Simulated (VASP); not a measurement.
# Au in VASP: a series of runs

Runs on Au. Level: PBE. Tasks: single point, relaxation of cell and atoms.

Everything below comes from runs of VASP 6.6.1. Logs are shortened: lines on timing, memory, paths and dates and some standing lists are left out, and cuts for length are marked.

## Step 1: The cell of the first run

The typed cell holds 2 atoms: a = 2.920 Å, b = 2.920 Å, c = 4.893 Å, α = 90.00°, β = 90.00°, γ = 122.19°.

## Step 2: Single point, PBE (one atom moved)

The input, INCAR:

```
SYSTEM = Au
ALGO = Fast ; EDIFF = 1E-6
ENCUT = 520 ; GGA = PE
ISIF = 2 ; ISMEAR = 0
LASPH = .TRUE. ; LCHARG = .FALSE.
LREAL = .FALSE. ; LWAVE = .FALSE.
NBANDS = 18 ; NELM = 80
PREC = Accurate ; SIGMA = 0.1
```

The input, KPOINTS:

```
k-points
0
G
  14 14 8
  0 0 0
```

The input, POSCAR:

```
Au
1.0
    1.4113099650     -2.5559330250      0.0000000000
    1.4113099650      2.5559330250      0.0000000000
    0.0000000000      0.0000000000      4.8931696100
Au
2
Direct
    0.6339410286      0.3153472200      0.2592026240
    0.3346720300      0.6653279700      0.7500000000
```

Potentials or basis: VASP PAW PBE potentials, release 64 (Au).

On the command line:

```sh
cat potpaw_PBE.64/Au/POTCAR > POTCAR
mpirun -np 1 vasp_std > vasp.out
```

OUTCAR:

```text
SYSTEM = Au
   EDIFF = 1E-6
   ENCUT = 520
   GGA = PE
   ISIF = 2
   ISMEAR = 0
   LASPH = .TRUE.
   LREAL = .FALSE.
   NELM = 80
   PREC = Accurate

 ion  position               nearest neighbor table
   1  0.634  0.315  0.259-   2 2.89   2 2.92   2 2.96   2 2.97   2 2.99   2 3.03
   2  0.335  0.665  0.750-   1 2.89   1 2.92   1 2.96   1 2.97   1 2.99   1 3.03

  LATTYP: Found a base centered orthorhombic cell.
 ALAT       =     2.8226199300
 B/A-ratio  =     1.8110359088
 C/A-ratio  =     1.7335559627

  Lattice vectors:

 A1 = (   1.4113099650,  -2.5559330250,   0.0000000000)
 A2 = (   1.4113099650,   2.5559330250,   0.0000000000)
 A3 = (   0.0000000000,   0.0000000000,   4.8931696100)

Analysis of symmetry for initial positions (statically):
=====================================================================
 Subroutine PRICEL returns:
 Original cell was already a primitive cell.

 Routine SETGRP: Setting up the symmetry group for a
 base centered orthorhombic supercell.

 Subroutine GETGRP returns: Found  2 space group operations
 (whereof  1 operations were pure point group operations)
 out of a pool of  8 trial point group operations.

The static configuration has the point symmetry C_1 .
 The point group associated with its full space group is S_2 .

Analysis of symmetry for dynamics (positions and initial velocities):
=====================================================================
 Subroutine PRICEL returns:
 Original cell was already a primitive cell.

 Routine SETGRP: Setting up the symmetry group for a
 base centered orthorhombic supercell.

 Subroutine GETGRP returns: Found  2 space group operations
 (whereof  1 operations were pure point group operations)
 out of a pool of  8 trial point group operations.

The dynamic configuration has the point symmetry C_1 .
 The point group associated with its full space group is S_2 .

 Subroutine INISYM returns: Found  2 space group operations
 (whereof  1 operations are pure point group operations),
 and found     1 'primitive' translations

----------------------------------------------------------------------------------------

                                     Primitive cell

  volume of cell :      35.3014

  direct lattice vectors                    reciprocal lattice vectors
     1.411309965 -2.555933025  0.000000000     0.354280783 -0.195623279  0.000000000
     1.411309965  2.555933025  0.000000000     0.354280783  0.195623279  0.000000000
     0.000000000  0.000000000  4.893169610     0.000000000  0.000000000  0.204366511

  length of vectors
     2.919689957  2.919689957  4.893169610     0.404701545  0.404701545  0.204366511

  position of ions in fractional coordinates (direct lattice)
     0.633941029  0.315347220  0.259202624
     0.334672030  0.665327970  0.750000000

  ion indices of the primitive-cell ions
   primitive index   ion index
                 1           1
                 2           2

----------------------------------------------------------------------------------------

 KPOINTS: k-points

Automatic generation of k-mesh.
 Grid dimensions read from file:
 generate k-points for:   14   14    8

 Generating k-lattice:

  Cartesian coordinates                     Fractional coordinates (reciprocal lattice)
     0.025305770 -0.013973091  0.000000000     0.071428571  0.000000000  0.000000000
     0.025305770  0.013973091  0.000000000     0.000000000  0.071428571  0.000000000
     0.000000000  0.000000000  0.025545814     0.000000000  0.000000000  0.125000000

  Length of vectors
     0.028907253  0.028907253  0.025545814

  Shift w.r.t. Gamma in fractional coordinates (k-lattice)
     0.000000000  0.000000000  0.000000000

 Subroutine IBZKPT returns following result:
 ===========================================

 Found    788 irreducible k-points:

 Following reciprocal coordinates:
            Coordinates               Weight
  0.000000  0.000000  0.000000      1.000000
  0.071429  0.000000  0.000000      2.000000
  0.000000  0.071429  0.000000      2.000000
  0.142857  0.000000  0.000000      2.000000
  0.000000  0.142857  0.000000      2.000000
  0.214286 -0.000000  0.000000      2.000000
[... 16 lines left out ...]
  0.357143  0.071429  0.000000      2.000000
  0.071429  0.357143  0.000000      2.000000
 [... further k-points ...]
   k-points           NKPTS =    788   k-points in BZ     NKDIM =    788   number of bands    NBANDS=     18
   number of dos      NEDOS =    301   number of ions     NIONS =      2
   total plane-waves  NPLWV =  20736
   dimension x,y,z NGX =    24 NGY =   24 NGZ =   36
   dimension x,y,z NGXF=    48 NGYF=   48 NGZF=   72
   ions per type =               2
   NGX,Y,Z   is equivalent  to a cutoff of  13.67, 13.67, 12.23 a.u.
   NGXF,Y,Z  is equivalent  to a cutoff of  27.33, 27.33, 24.46 a.u.
 SYSTEM =  Au
   PREC   = accura    normal or accurate (medium, high low for compatibility)
   ISTART =      0    job   : 0-new  1-cont  2-samecut
   ICHARG =      2    charge: 1-file 2-atom 10-const
   ISPIN  =      1    spin polarized calculation?
   LNONCOLLINEAR =      F non collinear calculations
   LSORBIT =      F    spin-orbit coupling
   LASPH  =      T    aspherical Exc in radial PAW
   ENCUT  =  520.0 eV  38.22 Ry    6.18 a.u.   5.43  5.43  9.10*2*pi/ulx,y,z
   NELM   =     80;   NELMIN=  2; NELMDL= -5     # of ELM steps
   EDIFF  = 0.1E-05   stopping-criterion for ELM
   LREAL  =      F    real-space projection
   EDIFFG = 0.1E-04   stopping-criterion for IOM
   NSW    =      0    number of steps for IOM
   IBRION =     -1    ionic relax: 0-MD 1-quasi-New 2-CG
   NFREE  =      0    steps in history (QN), initial steepest desc. (CG)
   ISIF   =      2    stress and relaxation
   ISYM   =      2    0-nonsym 1-usesym 2-fastsym
   POTIM  = 0.5000    time-step for ionic-motion
   TEBEG  =    0.0;   TEEND  =   0.0 temperature during run
   PSTRESS=    0.0 pullay stress
   NELECT =      22.0000    total number of electrons
   NUPDOWN=      -1.0000    fix difference up-down
   EMIN   =  10.00;   EMAX   =-10.00  energy-range for DOS
   EFERMI =   0.00;   METHOD = LEGACY
   ISMEAR =     0;   SIGMA  =   0.10  broadening in eV -4-tet -1-fermi 0-gaus
   EFERMI_NEDOS =   21; number of points for ismear=-14 and -15
   IALGO  =     68    algorithm
   IMIX   =      4    mixing-type and parameters
     AMIX     =   0.40;   BMIX     =  1.00
     AMIX_MAG =   1.60;   BMIX_MAG =  1.00
  volume/ion in A,a.u.               =      17.65       119.11
  Fermi-wavevector in a.u.,A,eV,Ry     =   1.398358  2.642513 26.604898  1.955405
  Thomas-Fermi vector in A             =   2.521524
   LORBIT       =      0    0 simple, 1 ext, 2 COOP (PROOUT), +10 PAW based schemes
   GGA     = PE    functional components
   LHFCALC =     F    Hartree Fock is set to
   AEXX    =    0.0000 exact exchange contribution
   IVDW    =     0    specifies the selected vdW correction
   LEPSILON=     F    determine dielectric tensor
   LRPA    =     F    only Hartree local field effects (RPA)
 non-spin polarized calculation
 RMM-DIIS sequential band-by-band and
 Gauss-broadening in eV      SIGMA  =   0.10
  energy-cutoff  :      520.00
  volume of cell :       35.30
 maximum number of plane-waves:       970
 NGX is ok and might be reduce to    24
   NGX = 11   NGY = 11   NGZ = 19

 number of electron      21.9999999 magnetization

 Free energy of the ion-electron system (eV)
  ---------------------------------------------------
  ext. energy  EPLUGINS =         0.00000000
  ---------------------------------------------------
  free energy    TOTEN  =        -6.40787991 eV

  energy without entropy =       -6.40463360  energy(sigma->0) =       -6.40625676

 E-fermi :   8.8730     XC(G=0): -12.5040

 val. band max:        8.8686541079   @ k =  -0.2857   0.0714   0.2500
 cond. band min:       8.8830311754   @ k =  -0.2143  -0.0714   0.2500
 fundamental gap:      0.0143770676
 Fermi energy:         8.8729670690

 k-point     1 :       0.0000    0.0000    0.0000
  band No.  band energies     occupation
      1      -0.5962      2.00000
      2       1.7734      2.00000
      3       4.1139      2.00000
      4       4.1814      2.00000
      5       4.5556      2.00000
      6       4.7801      2.00000
[... 10 lines left out ...]
     17      26.7051      0.00000
     18      27.9539      0.00000

 k-point     2 :       0.0714    0.0000    0.0000
  band No.  band energies     occupation
      1      -0.4333      2.00000
      2       1.9101      2.00000
      3       4.1024      2.00000
      4       4.3012      2.00000
      5       4.5949      2.00000
      6       4.7824      2.00000
[... 10 lines left out ...]
     17      26.0934      0.00000
     18      26.9908      0.00000

 k-point     3 :       0.0000    0.0714    0.0000
  band No.  band energies     occupation
      1      -0.4322      2.00000
      2       1.9133      2.00000
      3       4.0966      2.00000
      4       4.3012      2.00000
      5       4.5983      2.00000
      6       4.7820      2.00000
[... 10 lines left out ...]
     17      26.0414      0.00000
     18      27.0152      0.00000

 k-point     4 :       0.1429    0.0000    0.0000
  band No.  band energies     occupation
      1       0.0368      2.00000
      2       2.2739      2.00000
      3       4.0434      2.00000
      4       4.5734      2.00000
      5       4.6057      2.00000
      6       4.8726      2.00000
[... 375 lines left out ...]
      4       4.1741      2.00000
      5       4.5135      2.00000
      6       4.5373      2.00000
[... 10 lines left out ...]
     17      22.7793      0.00000
     18      24.7613      0.00000

 k-point    23 :       0.3571    0.0714    0.0000
  band No.  band energies     occupation
      1       2.2964      2.00000
      2       2.5699      2.00000
      3       2.9416      2.00000
      4       4.3846      2.00000
      5       4.7149      2.00000
      6       4.9727      2.00000
[... 10 lines left out ...]
     17      21.8182      0.00000
     18      23.8004      0.00000

 k-point    24 :       0.0714    0.3571    0.0000
  band No.  band energies     occupation
      1       2.4169      2.00000
      2       2.6141      2.00000
      3       3.0457      2.00000
      4       4.3985      2.00000
      5       4.5554      2.00000
      6       4.7873      2.00000
[... 10 lines left out ...]
     17      21.4651      0.00000
     18      23.9022      0.00000

 [... further k-points ...]
[... 5 lines left out ...]
  --------------------------------------------------------------------------------------
  -------------------------------------------------------------------------------------
  Total        0.8858680      0.6745408      0.5009119      0.0265677     -0.0080365     -0.0259421
  in kB       40.2056858     30.6144621     22.7342067      1.2057938     -0.3647401     -1.1773995
  external PRESSURE =      31.1847849 kB  Pullay stress =       0.0000000 kB

 VOLUME and BASIS-vectors are now :
 -----------------------------------------------------------------------------
  energy-cutoff  :      520.00
  volume of cell :       35.30
      direct lattice vectors                 reciprocal lattice vectors
     1.411309965 -2.555933025  0.000000000     0.354280783 -0.195623279  0.000000000
     1.411309965  2.555933025  0.000000000     0.354280783  0.195623279  0.000000000
     0.000000000  0.000000000  4.893169610     0.000000000  0.000000000  0.204366511

 POSITION                                       TOTAL-FORCE (eV/Angst)
 -----------------------------------------------------------------------------------
      1.33974     -0.81430      1.26832         0.025496      0.005747     -0.307025
      1.41131      0.84513      3.66988        -0.025496     -0.005747      0.307025
 -----------------------------------------------------------------------------------
    total drift:                               -0.000002      0.000004     -0.000001

  FREE ENERGIE OF THE ION-ELECTRON SYSTEM (eV)
  ---------------------------------------------------
  free  energy   TOTEN  =        -6.4078799144 eV

  energy  without entropy=       -6.4046335980  energy(sigma->0) =       -6.40625676
```

It took 4.6 min on 1 thread of AMD EPYC 7R13 (Zen 3), shared host; peak memory 0.46 GiB.

Results:

| Property | Result |
| --- | --- |
| Free energy | -6.4079 eV |
| Pressure | 3.1 GPa |
| Largest force | 0.308 eV/Å |
| Band gap on the k mesh | zero (bands 11 and 12 overlap by 6.32 eV) |

Forces on the atoms (eV/Å):
```
Au   0.025  0.006 -0.307
Au  -0.025 -0.006  0.307
```

Stress tensor (GPa, compression positive):
```
 4.02  0.12 -0.12
 0.12  3.06 -0.04
-0.12 -0.04  2.27
```

Levels at points of the mesh, in eV from the Fermi level:
```
           k point  band 8  band 9  band 10  band 11  band 12  band 13  band 14  band 15
(0.00, 0.00, 0.00)   -3.55   -3.22    -2.24    -2.04    -1.01     2.41    14.52    15.56
(0.50, 0.00, 0.00)   -1.95   -1.78    -1.67     0.37     1.86     5.60     6.89     7.45
(0.00, 0.50, 0.00)   -2.01   -1.81    -1.64     0.61     1.68     5.87     7.15     7.53
(0.50, 0.50, 0.00)   -1.92   -1.89    -1.70     0.29     1.23     5.43     6.71     7.10
(0.00, 0.00, 0.50)   -4.16   -2.73    -2.60    -2.53    -2.44     9.91    10.53    14.89
(0.50, 0.00, 0.50)   -2.51   -1.70    -1.69     0.80     0.91     3.88     3.99    13.02
(0.00, 0.50, 0.50)   -2.25   -1.70    -1.67     0.56     0.65     4.05     4.15    12.78
(0.50, 0.50, 0.50)   -2.26   -1.79    -1.76     0.23     0.31     3.47     3.58    12.44
```

Caveat: the cell differs from its parent crystal (one atom moved); the cell stands under pressure; spin-orbit coupling is left out, which moves the levels of the heavy elements.

## Step 3: Single point, PBE

This run uses another cell than the first one, of 18.01 Å³/atom.

The input, INCAR:

```
PREC = Accurate
ENCUT = 520
EDIFF = 1E-6
ISMEAR = -1
SIGMA = 0.15
LREAL = F
LASPH = T
NELM = 60
ALGO = Fast
ISIF = 2
LWAVE = F
LCHARG = F
GGA = PE
NBANDS = 18
```

The input, KPOINTS:

```
Automatic mesh
0
Gamma
  16 16 10
```

The input, POSCAR:

```
Au
1.0
    1.4582280121     -2.5259136460      0.0000000000
    1.4582280121      2.5259136460      0.0000000000
    0.0000000000      0.0000000000      4.8893443227
Au
2
Direct
    0.6666363790      0.3333636210      0.2500000000
    0.3333636210      0.6666363790      0.7500000000
```

Potentials or basis: VASP PAW PBE potentials, release 64 (Au).

On the command line:

```sh
cat potpaw_PBE.64/Au/POTCAR > POTCAR
mpirun -np 1 vasp_std > vasp.out
```

Run time: 1.7 min. Hardware: 1 thread of AMD EPYC 9R45 (Zen 5), shared host; peak memory 0.31 GiB.

Results (log left out):

```yaml
Free_energy: -6.4499 eV
Pressure: -0.2 GPa
Band_gap_on_the_k_mesh: zero (bands 11 and 12 overlap by 6.13 eV)
```

Levels at points of the mesh, in eV from the Fermi level:
| k point | band 9 | band 10 | band 11 | band 12 | band 13 | band 14 |
| --- | --- | --- | --- | --- | --- | --- |
| (0.00, 0.00, 0.00) | -3.38 | -2.14 | -2.13 | -0.86 | 2.45 | 14.61 |
| (0.50, 0.00, 0.00) | -1.85 | -1.69 | 0.37 | 1.45 | 5.64 | 6.99 |
| (0.50, 0.50, 0.00) | -1.85 | -1.69 | 0.37 | 1.45 | 5.64 | 6.99 |
| (0.00, 0.00, 0.50) | -2.56 | -2.56 | -2.56 | -2.56 | 10.32 | 10.32 |
| (0.50, 0.00, 0.50) | -1.75 | -1.75 | 0.59 | 0.59 | 3.69 | 3.69 |
| (0.50, 0.50, 0.50) | -1.75 | -1.75 | 0.59 | 0.59 | 3.69 | 3.69 |

Caveat: spin-orbit coupling is left out, which moves the levels of the heavy elements.

[end of part 1 of 2]
